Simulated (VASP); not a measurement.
# Ti9H in VASP: notebook, part 2 of 2

VASP 6.6.1. Earlier steps stand in the parts before.

**3. Single point, PBE**

Contents of INCAR:

```
SYSTEM = Ti9H
ALGO     = Normal         ! electronic algorithm
DIPOL    = 0.5 0.5 0.338
EDIFF    = 1E-6           ! SCF threshold, eV
ENCUT    = 520            ! plane-wave cutoff, eV
GGA      = PE             ! functional
IDIPOL   = 3            
ISIF     = 2              ! what is computed and relaxed
ISMEAR   = 0              ! smearing method
LASPH    = .True.         ! aspherical terms in the spheres
LCHARG   = .True.         ! write CHGCAR
LDIPOL   = .True.       
LELF     = .True.         ! ELF
LREAL    = .False.        ! projectors in reciprocal space
LVACPOTAV= .True.       
LVHAR    = .True.       
LWAVE    = .False.        ! write WAVECAR
NBANDS   = 66             ! bands
NELM     = 60             ! most SCF steps
PREC     = Accurate       ! precision mode
SIGMA    = 0.1            ! smearing width, eV
```

Contents of KPOINTS:

```
k-points
0
Gamma
  7 6 1
  0 0 0
```

Contents of POSCAR:

```
Ti9H
1.0
    4.5793473381      0.0000000000      0.0000000000
   -2.2896736690      4.8731803173      0.0000000000
    0.0000000000      0.0000000000     20.8008028311
Ti H
9 1
Direct
    0.5259511637      0.0519023274      0.1923002700
    0.8311413964      0.6622827928      0.2107665519
    0.1363316291      0.2726632583      0.2292328340
    0.3570925601      0.7141851202      0.3030979621
    0.6640847992      0.3281368264      0.3193552711
    0.9697449144      0.9393324533      0.3378269322
    0.1905287611      0.3816414126      0.4115069858
    0.5011079414      0.0025593214      0.4254608482
    0.8026484359      0.6055378280      0.4471367238
    0.8026484359      0.8555378280      0.5034366948
```

Potentials or basis: VASP PAW PBE potentials, release 64 (Ti_sv, H).

Run with:

```console
cat potpaw_PBE.64/Ti_sv/POTCAR potpaw_PBE.64/H/POTCAR > POTCAR
mpirun -np 1 vasp_std > vasp.out
```

OUTCAR:

```text
SYSTEM = Ti9H
   EDIFF = 1E-6
   ENCUT = 520
   GGA = PE
   ISIF = 2
   ISMEAR = 0
   LASPH = .True.
   LREAL = .False.
   NELM = 60
   PREC = Accurate

 ion  position               nearest neighbor table
   1  0.526  0.052  0.192-   3 2.64   3 2.64   4 2.83
   2  0.831  0.662  0.211-   5 2.78
   3  0.136  0.273  0.229-   1 2.64   1 2.64   4 2.64   6 2.78
   4  0.357  0.714  0.303-   6 2.64   6 2.64   3 2.64   7 2.78   1 2.83   8 2.91
   5  0.664  0.328  0.319-   8 2.72   2 2.78
   6  0.970  0.939  0.338-   4 2.64   4 2.64   7 2.64   3 2.78   9 2.80
   7  0.191  0.382  0.412-   9 2.64   9 2.64   6 2.64   4 2.78
   8  0.501  0.003  0.425-   5 2.72   4 2.91
   9  0.803  0.606  0.447-  10 1.78   7 2.64   7 2.64   6 2.80
  10  0.803  0.856  0.503-   9 1.78

  LATTYP: Found a base centered orthorhombic cell.
 ALAT       =     4.5793473381
 B/A-ratio  =     2.1283296319
 C/A-ratio  =     4.5423072974

  Lattice vectors:

 A1 = (   2.2896736690,  -4.8731803173,   0.0000000000)
 A2 = (   2.2896736691,   4.8731803173,   0.0000000000)
 A3 = (   0.0000000000,   0.0000000000,  20.8008028311)

Analysis of symmetry for initial positions (statically):
=====================================================================
 Subroutine PRICEL returns:
 Original cell was already a primitive cell.

 Routine SETGRP: Setting up the symmetry group for a
 base centered orthorhombic supercell.

 Subroutine GETGRP returns: Found  1 space group operations
 (whereof  1 operations were pure point group operations)
 out of a pool of  8 trial point group operations.

The static configuration has the point symmetry C_1 .

Analysis of symmetry for dynamics (positions and initial velocities):
=====================================================================
 Subroutine PRICEL returns:
 Original cell was already a primitive cell.
[... 172 lines left out ...]
   LEPSILON=     F    determine dielectric tensor
   LRPA    =     F    only Hartree local field effects (RPA)
 non-spin polarized calculation
 Gauss-broadening in eV      SIGMA  =   0.10
  energy-cutoff  :      520.00
  volume of cell :      464.19
 maximum number of plane-waves:     12546
 NGX is ok and might be reduce to    36
   NGX = 17   NGY = 19   NGZ = 77

 dipolmoment           0.000000      0.000000     -0.005012 electrons x Angstroem

 number of electron     109.0000006 magnetization

 dipolmoment           0.000000      0.000000      0.053527 electrons x Angstroem

 Free energy of the ion-electron system (eV)
  ---------------------------------------------------
  ext. energy  EPLUGINS =         0.00000000
  ---------------------------------------------------
  free energy    TOTEN  =       -68.50404239 eV

  energy without entropy =      -68.42483042  energy(sigma->0) =      -68.46443641

 E-fermi :   0.1108     XC(G=0):  -4.8851

 val. band max:        0.0995461235   @ k =   0.4286   0.3333   0.0000
 cond. band min:       0.1132727885   @ k =   0.1429   0.1667   0.0000
 fundamental gap:      0.0137266651
 Fermi energy:         0.1108142568

 k-point     1 :       0.0000    0.0000    0.0000
  band No.  band energies     occupation
      1     -56.8478      2.00000
      2     -56.8125      2.00000
      3     -56.7505      2.00000
      4     -56.6390      2.00000
      5     -56.5807      2.00000
      6     -56.4921      2.00000
[... 1507 lines left out ...]
     65       1.1851      0.00000
     66       1.3592      0.00000

------------------------ aborting loop because EDIFF is reached ----------------------------------------

  FORCE on cell =-STRESS in cart. coord.  units (eV):
  Direction    XX          YY          ZZ          XY          YZ          ZX
  --------------------------------------------------------------------------------------
  -------------------------------------------------------------------------------------
  Total       -6.1078749     -4.6653102     -0.8447909     -0.0492730      1.6277145     -1.0015631
  in kB      -21.0816477    -16.1025606     -2.9158398     -0.1700684      5.6181413     -3.4569473
  external PRESSURE =     -13.3666827 kB  Pullay stress =       0.0000000 kB

 VOLUME and BASIS-vectors are now :
 -----------------------------------------------------------------------------
  energy-cutoff  :      520.00
  volume of cell :      464.19
      direct lattice vectors                 reciprocal lattice vectors
     4.579347338  0.000000000  0.000000000     0.218371730  0.102602401  0.000000000
    -2.289673669  4.873180317  0.000000000     0.000000000  0.205204802  0.000000000
     0.000000000  0.000000000 20.800802831     0.000000000  0.000000000  0.048075067

 POSITION                                       TOTAL-FORCE (eV/Angst)
 -----------------------------------------------------------------------------------
      2.28967      0.25293      4.00000         0.001138     -0.009930      0.056665
      2.28967      3.22742      4.38411         0.006368     -0.262255      0.465794
     -0.00000      1.32874      4.76823         0.008493      0.083271     -0.161120
      0.00000      3.48035      6.30468        -0.054904      0.125200     -0.232124
      2.28975      1.59907      6.64285        -0.017270      0.041228     -0.141642
      2.29003      4.57754      7.02707         0.003154      0.019274     -0.110852
     -0.00134      1.85981      8.55968         0.098804     -0.335368     -0.120630
      2.28889      0.01247      8.84993         0.632155     -0.660984      0.749137
      2.28912      2.95090      9.30080        -0.020977      0.448930     -0.508412
      1.71670      4.16919     10.47189        -0.656960      0.550635      0.003185
 -----------------------------------------------------------------------------------
    total drift:                                0.000062     -0.000149      0.000342

  FREE ENERGIE OF THE ION-ELECTRON SYSTEM (eV)
  ---------------------------------------------------
  free  energy   TOTEN  =       -68.5040423933 eV

  energy  without entropy=      -68.4248304186  energy(sigma->0) =      -68.46443641

 vacuum level on the upper side and lower side of the slab         4.573         4.139
```

OSZICAR:

```text
N       E                     dE             d eps       ncg     rms          rms(c)
DAV:   1     0.134176648226E+04    0.13418E+04   -0.58957E+04  3504   0.163E+03
DAV:   2     0.114652523379E+03   -0.12271E+04   -0.12046E+04  2998   0.528E+02
DAV:   3    -0.437462894672E+02   -0.15840E+03   -0.15408E+03  4986   0.166E+02
[... 31 lines left out ...]
DAV:  35    -0.685040338212E+02   -0.14419E-04   -0.10411E-06  2144   0.540E-03    0.178E-03
DAV:  36    -0.685040384831E+02   -0.46620E-05   -0.38139E-07  1832   0.354E-03    0.999E-04
DAV:  37    -0.685040409770E+02   -0.24939E-05   -0.24752E-07  1792   0.217E-03    0.454E-04
DAV:  38    -0.685040421338E+02   -0.11568E-05   -0.15185E-07  1744   0.186E-03    0.271E-04
DAV:  39    -0.685040423933E+02   -0.25948E-06   -0.91536E-08  1728   0.116E-03
   1 F= -.68504042E+02 E0= -.68464436E+02  d E =-.792120E-01
```

stdout:

```text
POSCAR found type information on POSCAR TiH
 POSCAR found :  2 types and      10 ions
 scaLAPACK will be used
 LDA part: xc-table for (Slater+PW92), standard interpolation
 -----------------------------------------------------------------------------
[... 33 lines left out ...]
|     Did not find any points to average over, which means that no vacuum     |
|     field-free region was found. Please increase the size of  your cell     |
|     in the dimension of the dipole correction to obtain accurate            |
|     workfunction values.                                                    |
|                                                                             |
 -----------------------------------------------------------------------------
```

Run time: 26 min. Hardware: 1 thread of AMD EPYC 9R14 (Zen 4), shared host; peak memory 0.76 GiB.

Results:

```
Free energy            : -68.5040 eV
Largest force          : 1.182 eV/Å
Band gap on the k mesh : zero (an odd number of electrons rules out a gap without spin polarisation)
```

Forces on the atoms (eV/Å):
```
Ti   0.001 -0.010  0.057
Ti   0.006 -0.262  0.466
Ti   0.008  0.083 -0.161
Ti  -0.055  0.125 -0.232
Ti  -0.017  0.041 -0.142
Ti   0.003  0.019 -0.111
Ti   0.099 -0.335 -0.121
Ti   0.632 -0.661  0.749
Ti  -0.021  0.449 -0.508
H   -0.657  0.551  0.003
```

Levels at points of the mesh, in eV from the Fermi level:
```tsv
k point	band 51	band 52	band 53	band 54	band 55	band 56	band 57	band 58	band 59	band 60
(0.00, 0.00, 0.00)	-0.59	-0.52	-0.05	0.02	0.10	0.15	0.35	0.37	0.49	0.54
(0.00, 0.50, 0.00)	-0.64	-0.57	-0.40	-0.21	-0.15	0.12	0.33	0.58	0.65	0.85
```

**4. Single point, PBE**

Contents of INCAR:

```
SYSTEM = Ti9H
ALGO = Normal ; DIPOL = 0.5 0.5 0.338
EDIFF = 1E-6 ; ENCUT = 520
GGA = PE ; IDIPOL = 3
ISIF = 2 ; ISMEAR = 0
LASPH = .TRUE. ; LCHARG = .FALSE.
LDIPOL = .TRUE. ; LREAL = .FALSE.
LWAVE = .FALSE. ; NBANDS = 66
NELM = 100 ; PREC = Accurate
SIGMA = 0.1
```

Contents of KPOINTS:

```
k-points
0
G
  7 6 1
  0 0 0
```

POSCAR, as its differences from that of step 3:

```diff
@@ -17,2 +17,2 @@
     0.8026484359      0.6055378280      0.4471367238
-    0.8026484359      0.8555378280      0.5034366948
+    1.5526484359      0.8555378280      0.5012486057
```

Run with:

```console
cat potpaw_PBE.64/Ti_sv/POTCAR potpaw_PBE.64/H/POTCAR > POTCAR
mpirun -np 1 vasp_std > vasp.out
```

Run time: 49 min. Hardware: 1 thread of Intel Xeon Platinum 8488C (Sapphire Rapids), shared host; peak memory 0.76 GiB.

The run converged. Its results:

```yaml
Free_energy: -68.6293 eV
Largest_force: 1.047 eV/Å
Band_gap_on_the_k_mesh: zero (an odd number of electrons rules out a gap without spin polarisation)
```

Forces on the atoms (eV/Å):
```
Ti  -0.002 -0.018  0.061
Ti  -0.001 -0.290  0.461
Ti   0.000  0.122 -0.190
Ti  -0.040  0.024 -0.292
Ti   0.036  0.170 -0.095
Ti  -0.088 -0.116 -0.020
Ti  -0.003 -0.010 -0.234
Ti   0.222 -0.095  0.197
Ti  -0.618  0.838  0.105
H    0.494 -0.625  0.006
```

Levels at points of the mesh, in eV from the Fermi level:
```csv
k point,band 52,band 53,band 54,band 55,band 56,band 57,band 58,band 59
"(0.00, 0.00, 0.00)",-0.47,-0.05,0.02,0.11,0.22,0.34,0.37,0.49
"(0.00, 0.50, 0.00)",-0.43,-0.40,-0.22,-0.19,0.08,0.30,0.58,0.64
```

**5. Summary**

```csv
cell,gap on the mesh (eV),largest force (eV/Å)
"as given, atomic positions A",none,0.89
"as given, atomic positions B",none,1.18
"as given, atomic positions C",none,1.05
```

Alike in all rows: task single point; level PBE; potentials or basis VASP PAW PBE potentials, release 64 (Ti_sv, H); no spin polarisation; k mesh 7 × 6 × 1; cutoff (eV) 520; smearing gaussian 0.1 eV.

Absolute energies hang on the potentials; compare differences alone.
